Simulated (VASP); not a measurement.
## As10Se12S3: single point with PBE+D3(BJ)

As10Se12S3:

```
As S Se
1.0
     8.81865    0.24058    0.29228
     0.24058    8.95843    0.22055
     0.29228    0.22055    8.85651
As S Se
10 3 12
Cartesian
  0.3636 5.1058 6.2358
  2.8907 9.0424 9.0873
  6.6683 6.3147 5.2631
  0.5432 7.7983 4.9813
  4.8286 4.1995 4.4233
  4.9595 4.5235 1.1660
  6.7556 5.5043 7.3225
  8.6270 2.9983 5.8629
  2.7794 2.4420 7.5486
  4.9251 0.6957 3.7391
  4.7168 7.5908 1.8547
  1.9627 3.5193 5.6042
  3.5057 5.7359 2.3171
  7.8145 0.9876 4.0892
  0.6501 8.4021 8.5669
  7.2630 5.7837 1.2203
  6.2178 0.9604 1.8601
  5.6348 8.2342 8.0187
  3.6884 5.5897 8.3022
  3.8126 6.4411 4.8677
  8.7150 5.1465 4.2320
  1.9268 8.8419 3.0327
  1.5715 3.5493 0.6991
  4.9790 2.4705 6.5480
  3.6204 2.3439 2.6288
```

```json
{
  "Program": "VASP 6.6.1",
  "Task": "single point",
  "Functional": "PBE",
  "Dispersion": "D3(BJ)",
  "Potentials or basis": "VASP PAW PBE potentials, release 64 (As, S, Se)",
  "Cutoff": "520 eV",
  "k mesh": "1 × 1 × 1, shifted",
  "Occupations": "fermi-dirac, width 0.1637 eV",
  "Spin": "no spin polarisation",
  "Dipole correction": "no",
  "Further INCAR settings": "LREAL = Auto; ALGO = Normal; EDIFF = 1e-06; NBANDS = 88; ISYM = 0"
}
```

- Pressure: -0.5 GPa
- Largest force: 3.322 eV/Å
- Band gap on the k mesh: 0.08 eV
- Dispersion energy per atom: -0.298 eV

Forces in eV/Å, atoms in the order of the input:
```
As   0.448  1.415  1.829
As  -0.876 -0.393  0.280
As  -0.715  1.489 -2.882
As   0.067  0.917 -1.001
As   0.369 -0.167  0.765
As   1.714 -0.801 -0.638
As  -0.708 -0.697  2.701
As  -0.559 -0.529 -0.244
As  -0.402 -0.157  0.587
As  -0.251 -0.445  1.027
S   -0.180  0.113 -0.077
S    1.103 -0.899 -0.821
S   -0.232  1.968  0.350
Se   0.126 -0.377  0.020
Se   0.994  0.195 -0.215
Se  -0.738 -0.302  0.009
Se   0.986 -0.269 -0.926
Se  -0.588 -0.743  0.162
Se  -0.286  0.080 -0.119
Se  -0.369 -0.423  0.572
Se   0.041 -0.528 -0.958
Se  -0.010 -0.241  0.908
Se   0.463  0.245 -1.173
Se   0.422  0.262 -0.535
Se  -0.819  0.286  0.379
```

Stress tensor (GPa, compression positive):
```
-0.75 -1.69  0.14
-1.69 -0.79  0.50
 0.14  0.50 -0.04
```

Levels at points of the mesh, in eV from the valence-band top:
```
           k point  band 66  band 67  band 68  band 69  band 70  band 71  band 72  band 73  band 74  band 75
(0.25, 0.25, 0.25)    -0.51    -0.51    -0.24    -0.20     0.00     0.08     0.20     0.25     0.39     0.61
```

Run time: 99 s on 1 thread of Intel(R) Xeon(R) 6975P-C (Granite Rapids) (shared host), peak memory 0.66 GiB.

Caveat: the k points lie up to 0.71 Å⁻¹ apart.
